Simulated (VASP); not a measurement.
# TiAu (P4/nmm) in VASP: further runs

TiAu is run at these levels: LDA; tasks: single point.

Program: VASP 6.6.1. These are calculated values, not measurements. Logs are shortened: lines on timing, memory, paths and dates and some standing lists are left out, and cuts for length are marked.

### Step 1. The cell of the first run

Symmetry: P4/nmm, No. 129, tetragonal system. The conventional cell has a = 3.322 Å, b = 3.322 Å, c = 6.103 Å, α = 90.00°, β = 90.00°, γ = 90.00°. Ti (site symmetry 4mm) has 6 Au at 2.72 to 3.08 Å and 8 Ti at 2.87 to 3.32 Å within 3.6 Å. Within 3.6 Å of Au (site symmetry 4mm) lie 6 Ti at 2.72 to 3.08 Å and 8 Au at 2.90 to 3.32 Å.

### Step 2. Single point, LDA

Contents of INCAR:

```
SYSTEM = TiAu
PREC     = Accurate       ! precision mode
ENCUT    = 520            ! plane-wave cutoff, eV
EDIFF    = 1E-7           ! SCF threshold, eV
ISMEAR   = -1             ! smearing method
SIGMA    = 0.1            ! smearing width, eV
LREAL    = .False.        ! projectors in reciprocal space
LASPH    = .True.         ! aspherical terms in the spheres
NELM     = 60             ! most SCF steps
ALGO     = Normal         ! electronic algorithm
ISIF     = 2              ! what is computed and relaxed
LWAVE    = .False.        ! write WAVECAR
LCHARG   = .False.        ! write CHGCAR
NBANDS   = 31             ! bands
```

Contents of KPOINTS:

```
Automatic mesh
0
Gamma
  3 3 2
  0 0 0
```

Contents of POSCAR:

```
TiAu
1.0
    3.3222620000      0.0000000000      0.0000000000
    0.0000000000      3.3222620000      0.0000000000
    0.0000000000      0.0000000000      6.1029220000
Ti Au
2 2
Direct
    0.0000000000      0.5000000000      0.8644990000
    0.5000000000      0.0000000000      0.1355010000
    0.0000000000      0.5000000000      0.3603450000
    0.5000000000      0.0000000000      0.6396550000
```

Potentials or basis: VASP PAW LDA potentials, release 64 (Ti_sv, Au).

Launch:

```bash
$ cat potpaw_LDA.64/Ti_sv/POTCAR potpaw_LDA.64/Au/POTCAR > POTCAR
$ mpirun -np 1 vasp_std > vasp.out
```

OUTCAR:

```text
SYSTEM = TiAu
   PREC = Accurate
   ENCUT = 520
   EDIFF = 1E-7
   ISMEAR = -1
   LREAL = .False.
   LASPH = .True.
   NELM = 60
   ISIF = 2

 ion  position               nearest neighbor table
   1  0.000  0.500  0.864-   4 2.72   4 2.72   4 2.72   4 2.72   2 2.87   2 2.87   2 2.87   2 2.87
                             3 3.03   3 3.08
   2  0.500  0.000  0.136-   3 2.72   3 2.72   3 2.72   3 2.72   1 2.87   1 2.87   1 2.87   1 2.87
                             4 3.03   4 3.08
   3  0.000  0.500  0.360-   2 2.72   2 2.72   2 2.72   2 2.72   4 2.90   4 2.90   4 2.90   4 2.90
                             1 3.03   1 3.08
   4  0.500  0.000  0.640-   1 2.72   1 2.72   1 2.72   1 2.72   3 2.90   3 2.90   3 2.90   3 2.90
                             2 3.03   2 3.08

  LATTYP: Found a simple tetragonal cell.
 ALAT       =     3.3222620000
 C/A-ratio  =     1.8369779385

  Lattice vectors:

 A1 = (   3.3222620000,   0.0000000000,   0.0000000000)
 A2 = (   0.0000000000,   3.3222620000,   0.0000000000)
 A3 = (   0.0000000000,   0.0000000000,   6.1029220000)

Analysis of symmetry for initial positions (statically):
=====================================================================
 Subroutine PRICEL returns:
 Original cell was already a primitive cell.

 Routine SETGRP: Setting up the symmetry group for a
 simple tetragonal supercell.

 Subroutine GETGRP returns: Found 16 space group operations
 (whereof  8 operations were pure point group operations)
 out of a pool of 16 trial point group operations.

The static configuration has the point symmetry D_2d.
 The point group associated with its full space group is D_4h.

Analysis of symmetry for dynamics (positions and initial velocities):
=====================================================================
 Subroutine PRICEL returns:
 Original cell was already a primitive cell.

 Routine SETGRP: Setting up the symmetry group for a
 simple tetragonal supercell.

 Subroutine GETGRP returns: Found 16 space group operations
 (whereof  8 operations were pure point group operations)
 out of a pool of 16 trial point group operations.

The dynamic configuration has the point symmetry D_2d.
 The point group associated with its full space group is D_4h.

 Subroutine INISYM returns: Found 16 space group operations
 (whereof  8 operations are pure point group operations),
 and found     1 'primitive' translations

----------------------------------------------------------------------------------------

                                     Primitive cell

  volume of cell :      67.3605

  direct lattice vectors                    reciprocal lattice vectors
     3.322262000  0.000000000  0.000000000     0.300999741  0.000000000  0.000000000
     0.000000000  3.322262000  0.000000000     0.000000000  0.300999741  0.000000000
     0.000000000  0.000000000  6.102922000     0.000000000  0.000000000  0.163855937

  length of vectors
     3.322262000  3.322262000  6.102922000     0.300999741  0.300999741  0.163855937

  position of ions in fractional coordinates (direct lattice)
     0.000000000  0.500000000  0.864499000
     0.500000000  0.000000000  0.135501000
     0.000000000  0.500000000  0.360345000
     0.500000000  0.000000000  0.639655000

  ion indices of the primitive-cell ions
   primitive index   ion index
                 1           1
                 2           2
                 3           3
                 4           4

----------------------------------------------------------------------------------------

 KPOINTS: Automatic mesh

Automatic generation of k-mesh.
 Grid dimensions read from file:
 generate k-points for:    3    3    2

 Generating k-lattice:

  Cartesian coordinates                     Fractional coordinates (reciprocal lattice)
     0.100333247  0.000000000  0.000000000     0.333333333  0.000000000  0.000000000
     0.000000000  0.100333247  0.000000000     0.000000000  0.333333333  0.000000000
     0.000000000  0.000000000  0.081927968     0.000000000  0.000000000  0.500000000

  Length of vectors
     0.100333247  0.100333247  0.081927968

  Shift w.r.t. Gamma in fractional coordinates (k-lattice)
     0.000000000  0.000000000  0.000000000

 Subroutine IBZKPT returns following result:
 ===========================================

 Found      6 irreducible k-points:

 Following reciprocal coordinates:
            Coordinates               Weight
  0.000000  0.000000  0.000000      1.000000
  0.333333  0.000000  0.000000      4.000000
  0.333333  0.333333  0.000000      4.000000
  0.000000  0.000000  0.500000      1.000000
  0.333333  0.000000  0.500000      4.000000
  0.333333  0.333333  0.500000      4.000000
   k-points           NKPTS =      6   k-points in BZ     NKDIM =      6   number of bands    NBANDS=     31
   number of dos      NEDOS =    301   number of ions     NIONS =      4
   total plane-waves  NPLWV =  37632
   dimension x,y,z NGX =    28 NGY =   28 NGZ =   48
   dimension x,y,z NGXF=    56 NGYF=   56 NGZF=   96
   ions per type =               2   2
   NGX,Y,Z   is equivalent  to a cutoff of  14.01, 14.01, 13.08 a.u.
   NGXF,Y,Z  is equivalent  to a cutoff of  28.02, 28.02, 26.15 a.u.
 SYSTEM =  TiAu
   PREC   = accura    normal or accurate (medium, high low for compatibility)
   ISTART =      0    job   : 0-new  1-cont  2-samecut
   ICHARG =      2    charge: 1-file 2-atom 10-const
   ISPIN  =      1    spin polarized calculation?
   LNONCOLLINEAR =      F non collinear calculations
   LSORBIT =      F    spin-orbit coupling
   LASPH  =      T    aspherical Exc in radial PAW
   ENCUT  =  520.0 eV  38.22 Ry    6.18 a.u.   6.18  6.18 11.35*2*pi/ulx,y,z
   NELM   =     60;   NELMIN=  2; NELMDL= -5     # of ELM steps
   EDIFF  = 0.1E-06   stopping-criterion for ELM
   LREAL  =      F    real-space projection
   EDIFFG = 0.1E-05   stopping-criterion for IOM
   NSW    =      0    number of steps for IOM
   IBRION =     -1    ionic relax: 0-MD 1-quasi-New 2-CG
   NFREE  =      0    steps in history (QN), initial steepest desc. (CG)
   ISIF   =      2    stress and relaxation
   ISYM   =      2    0-nonsym 1-usesym 2-fastsym
   POTIM  = 0.5000    time-step for ionic-motion
   TEBEG  =    0.0;   TEEND  =   0.0 temperature during run
   PSTRESS=    0.0 pullay stress
   NELECT =      46.0000    total number of electrons
   NUPDOWN=      -1.0000    fix difference up-down
   EMIN   =  10.00;   EMAX   =-10.00  energy-range for DOS
   EFERMI =   0.00;   METHOD = LEGACY
   ISMEAR =    -1;   SIGMA  =   0.10  broadening in eV -4-tet -1-fermi 0-gaus
   EFERMI_NEDOS =   21; number of points for ismear=-14 and -15
   IALGO  =     38    algorithm
   IMIX   =      4    mixing-type and parameters
     AMIX     =   0.40;   BMIX     =  1.00
     AMIX_MAG =   1.60;   BMIX_MAG =  1.00
  volume/ion in A,a.u.               =      16.84       113.64
  Fermi-wavevector in a.u.,A,eV,Ry     =   1.441647  2.724318 28.277613  2.078346
  Thomas-Fermi vector in A             =   2.560256
   LORBIT       =      0    0 simple, 1 ext, 2 COOP (PROOUT), +10 PAW based schemes
   GGA     = CA    functional components
   LHFCALC =     F    Hartree Fock is set to
   AEXX    =    0.0000 exact exchange contribution
   IVDW    =     0    specifies the selected vdW correction
   LEPSILON=     F    determine dielectric tensor
   LRPA    =     F    only Hartree local field effects (RPA)
 non-spin polarized calculation
  energy-cutoff  :      520.00
  volume of cell :       67.36
 maximum number of plane-waves:      1838
 NGX is ok and might be reduce to    28
   NGX = 13   NGY = 13   NGZ = 23

 number of electron      46.0000003 magnetization

 Free energy of the ion-electron system (eV)
  ---------------------------------------------------
  ext. energy  EPLUGINS =         0.00000000
  ---------------------------------------------------
  free energy    TOTEN  =       -27.71179682 eV

  energy without entropy =      -27.64439563  energy(sigma->0) =      -27.67809622

 E-fermi :   9.3392     XC(G=0): -12.5072

 val. band max:        9.0189275699   @ k =   0.3333   0.3333   0.5000
 cond. band min:       9.3823744988   @ k =   0.3333   0.3333   0.0000
 fundamental gap:      0.3634469289
 Fermi energy:         9.3392104132

 k-point     1 :       0.0000    0.0000    0.0000
  band No.  band energies     occupation
      1     -47.1611      2.00000
      2     -47.0656      2.00000
      3     -23.8864      2.00000
      4     -23.7821      2.00000
      5     -23.7821      2.00000
      6     -23.6883      2.00000
[... 23 lines left out ...]
     30      11.8057      0.00000
     31      11.9193      0.00000

 k-point     2 :       0.3333    0.0000    0.0000
  band No.  band energies     occupation
      1     -47.1309      2.00000
      2     -47.0831      2.00000
      3     -23.9053      2.00000
      4     -23.9017      2.00000
      5     -23.7263      2.00000
      6     -23.6359      2.00000
[... 23 lines left out ...]
     30      11.6896      0.00000
     31      11.7067      0.00000

 k-point     3 :       0.3333    0.3333    0.0000
  band No.  band energies     occupation
      1     -47.1129      2.00000
      2     -47.0890      2.00000
      3     -23.9066      2.00000
      4     -23.8844      2.00000
      5     -23.8050      2.00000
      6     -23.7259      2.00000
[... 23 lines left out ...]
     30      12.3877      0.00000
     31      13.2555      0.00000

 k-point     4 :       0.0000    0.0000    0.5000
  band No.  band energies     occupation
      1     -47.1609      2.00000
      2     -47.0657      2.00000
      3     -23.8855      2.00000
      4     -23.7824      2.00000
      5     -23.7824      2.00000
      6     -23.6914      2.00000
[... 23 lines left out ...]
     30      11.8449      0.00000
     31      13.2438      0.00000

 k-point     5 :       0.3333    0.0000    0.5000
  band No.  band energies     occupation
      1     -47.1308      2.00000
      2     -47.0831      2.00000
      3     -23.9064      2.00000
      4     -23.9037      2.00000
      5     -23.7264      2.00000
      6     -23.6360      2.00000
[... 23 lines left out ...]
     30      12.0030      0.00000
     31      12.3757      0.00000

 k-point     6 :       0.3333    0.3333    0.5000
  band No.  band energies     occupation
      1     -47.1128      2.00000
      2     -47.0890      2.00000
      3     -23.9077      2.00000
      4     -23.8847      2.00000
      5     -23.8067      2.00000
      6     -23.7254      2.00000
[... 23 lines left out ...]
     30      12.3430      0.00000
     31      13.1911      0.00000

------------------------ aborting loop because EDIFF is reached ----------------------------------------

  FORCE on cell =-STRESS in cart. coord.  units (eV):
  Direction    XX          YY          ZZ          XY          YZ          ZX
  --------------------------------------------------------------------------------------
  -------------------------------------------------------------------------------------
  Total       -2.8068072     -2.8068072     -3.5289438      0.0000000      0.0000000      0.0000000
  in kB      -66.7601929    -66.7601929    -83.9362867      0.0000000      0.0000000      0.0000000
  external PRESSURE =     -72.4855575 kB  Pullay stress =       0.0000000 kB

 VOLUME and BASIS-vectors are now :
 -----------------------------------------------------------------------------
  energy-cutoff  :      520.00
  volume of cell :       67.36
      direct lattice vectors                 reciprocal lattice vectors
     3.322262000  0.000000000  0.000000000     0.300999741  0.000000000  0.000000000
     0.000000000  3.322262000  0.000000000     0.000000000  0.300999741  0.000000000
     0.000000000  0.000000000  6.102922000     0.000000000  0.000000000  0.163855937

 POSITION                                       TOTAL-FORCE (eV/Angst)
 -----------------------------------------------------------------------------------
      0.00000      1.66113      5.27597        -0.000000      0.000000      0.003922
      1.66113      0.00000      0.82695         0.000000      0.000000     -0.003922
      0.00000      1.66113      2.19916        -0.000000      0.000000      0.267977
      1.66113      0.00000      3.90376         0.000000      0.000000     -0.267977
 -----------------------------------------------------------------------------------
    total drift:                                0.000000      0.000000     -0.000000

  FREE ENERGIE OF THE ION-ELECTRON SYSTEM (eV)
  ---------------------------------------------------
  free  energy   TOTEN  =       -27.7117968164 eV

  energy  without entropy=      -27.6443956297  energy(sigma->0) =      -27.67809622
```

Wall time 13 s (1 thread of Intel Xeon Platinum 8375C at 2.90GHz (Ice Lake), shared host); peak memory 0.16 GiB.

What came out:

```
Free energy            : -27.7118 eV
Pressure               : -7.2 GPa
Largest force          : 0.268 eV/Å
Band gap on the k mesh : zero (band 23 reaches 9.87 eV, above the bottom of band 24 at 9.02 eV)
```

Forces on the atoms (eV/Å):
```
Ti   0.000  0.000  0.004
Ti   0.000  0.000 -0.004
Au   0.000  0.000  0.268
Au   0.000  0.000 -0.268
```

Stress tensor (GPa, compression positive):
```
-6.68  0.00  0.00
 0.00 -6.68  0.00
 0.00  0.00 -8.39
```

Levels at points of the mesh, in eV from the Fermi level:
```
           k point  band 19  band 20  band 21  band 22  band 23  band 24  band 25  band 26
(0.00, 0.00, 0.00)    -4.19    -3.94    -2.29    -1.03     0.37     0.37     1.16     1.24
(0.00, 0.00, 0.50)    -4.10    -3.99    -1.51    -0.83     0.53     0.53     1.12     1.26
```

Caveat: the k points lie up to 0.63 Å⁻¹ apart; spin-orbit coupling is left out, which moves the levels of the heavy elements.

### Step 3. Single point, LDA

Contents of INCAR:

```
SYSTEM = TiAu
PREC = Accurate
ENCUT = 520
EDIFF = 1E-7
ISMEAR = -1
SIGMA = 0.1
LREAL = .FALSE.
LASPH = .TRUE.
NELM = 100
ALGO = Normal
ISIF = 2
LWAVE = .FALSE.
LCHARG = .FALSE.
GGA = CA
NBANDS = 31
```

Contents of KPOINTS:

```
regular mesh
0
G
  4 4 2
  0 0 0
```

POSCAR is that of step 2.

Potentials or basis: VASP PAW LDA potentials, release 64 (Ti_sv, Au).

Launch:

```bash
$ cat potpaw_LDA.64/Ti_sv/POTCAR potpaw_LDA.64/Au/POTCAR > POTCAR
$ mpirun -np 1 vasp_std > vasp.out
```

Wall time 25 s (1 thread of Intel Xeon Platinum 8375C at 2.90GHz (Ice Lake), shared host); peak memory 0.17 GiB.

Results (log left out):

```yaml
Free_energy: -27.9017 eV
Pressure: -8.1 GPa
Largest_force: 0.080 eV/Å
Band_gap_on_the_k_mesh: zero (band 23 reaches 9.80 eV, above the bottom of band 24 at 8.35 eV)
```

Forces in eV/Å, atoms in the order of the input:
```
Ti   0.000  0.000 -0.080
Ti   0.000  0.000  0.080
Au   0.000  0.000 -0.069
Au   0.000  0.000  0.069
```

Stress tensor (GPa, compression positive):
```
-7.83  0.00  0.00
 0.00 -7.83  0.00
 0.00  0.00 -8.67
```

Levels at points of the mesh, in eV from the Fermi level:
```tsv
k point	band 21	band 22	band 23	band 24	band 25	band 26
(0.00, 0.00, 0.00)	-2.16	-0.94	0.45	0.45	1.24	1.32
(0.50, 0.00, 0.00)	-0.92	-0.92	0.24	0.24	0.53	0.53
(0.50, 0.50, 0.00)	-1.28	-1.28	-0.18	-0.18	1.62	1.62
(0.00, 0.00, 0.50)	-1.39	-0.74	0.61	0.61	1.21	1.34
(0.50, 0.00, 0.50)	-1.76	-1.76	0.13	0.13	0.64	0.64
(0.50, 0.50, 0.50)	-1.41	-1.41	-0.83	-0.83	1.31	1.31
```

Caveat: the k points lie up to 0.51 Å⁻¹ apart; spin-orbit coupling is left out, which moves the levels of the heavy elements.

### Step 4. Single point, LDA

Contents of INCAR:

```
SYSTEM = TiAu
ALGO = Normal ; EDIFF = 1E-6
ENCUT = 520 ; ISIF = 2
ISMEAR = -1 ; LASPH = .TRUE.
LCHARG = .FALSE. ; LREAL = .FALSE.
LWAVE = .FALSE. ; NBANDS = 31
NELM = 60 ; PREC = Accurate
SIGMA = 0.1
```

Contents of KPOINTS:

```
k-points
0
G
  4 4 3
  0 0 0
```

POSCAR is that of step 3.

Launch:

```bash
$ cat potpaw_LDA.64/Ti_sv/POTCAR potpaw_LDA.64/Au/POTCAR > POTCAR
$ mpirun -np 1 vasp_std > vasp.out
```

Run time: 22 s. Hardware: 1 thread of Intel Xeon Platinum 8375C at 2.90GHz (Ice Lake), shared host; peak memory 0.17 GiB.

Results (log left out):

- Free energy: -27.8992 eV
- Pressure: -8.0 GPa
- Largest force: 0.108 eV/Å
- Band gap on the k mesh: zero (band 23 reaches 9.81 eV, above the bottom of band 24 at 8.47 eV)

Forces on the atoms (eV/Å):
```
Ti   0.000  0.000 -0.107
Ti   0.000  0.000  0.107
Au   0.000  0.000 -0.108
Au   0.000  0.000  0.108
```

Stress tensor (GPa, compression positive):
```
-7.96  0.00  0.00
 0.00 -7.96  0.00
 0.00  0.00 -8.09
```

Levels at points of the mesh, in eV from the Fermi level:
```tsv
k point	band 21	band 22	band 23	band 24	band 25	band 26
(0.00, 0.00, 0.00)	-2.13	-0.92	0.48	0.48	1.26	1.34
(0.50, 0.00, 0.00)	-0.90	-0.90	0.26	0.26	0.55	0.55
(0.50, 0.50, 0.00)	-1.26	-1.26	-0.15	-0.15	1.64	1.64
```

Caveat: the k points lie up to 0.47 Å⁻¹ apart; spin-orbit coupling is left out, which moves the levels of the heavy elements.

### Step 5. Overview

```csv
k mesh,gap on the mesh (eV),pressure (GPa),largest force (eV/Å)
3 × 3 × 2,none,-7.2,0.27
4 × 4 × 2,none,-8.1,0.08
4 × 4 × 3,none,-8.0,0.11
```

Alike in all rows: task single point; level LDA; potentials or basis VASP PAW LDA potentials, release 64 (Ti_sv, Au); no spin polarisation; cell as given; cutoff (eV) 520; smearing fermi-dirac 0.1 eV.

Caveats: all runs use coarse meshes; spin-orbit coupling is left out, which moves the levels of the heavy elements.

Total energies depend on the potentials used, so only differences within one code and one set of settings carry meaning.
